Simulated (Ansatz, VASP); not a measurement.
## One calculation of SiC, two programs

```xyz
2
Lattice="0.0000 2.0436 2.0436 2.0436 0.0000 2.0436 2.0436 2.0436 0.0000" Properties=species:S:1:pos:R:3 pbc="T T T"
C     0.0000    0.0000    0.0000
Si    2.0436    2.0436    2.0436
```

Alike in both runs: task single point; functional PBEsol; k mesh 18 × 18 × 18; occupations gaussian, width 0.05 eV; no spin polarisation.

```csv
,VASP,Ansatz
version,VASP 6.6.1,Ansatz 0.2.0
potentials or method,"VASP PAW PBE potentials, release 64 (C, Si), cutoff 520 eV","scalar-relativistic, plane waves, PAW"
valence electrons in the cell,8,8
```

Ansatz gave:

```
gap on the k mesh at the Fermi level (eV) : none
pressure (GPa)                            : -9.5
```

Estimate VASP's values.

gap on the k mesh at the Fermi level (eV): none; pressure (GPa): -9.0.

VASP's potentials were made for PBE, not for PBEsol. A gap of «none» marks a metal or a gap that the smearing closes.
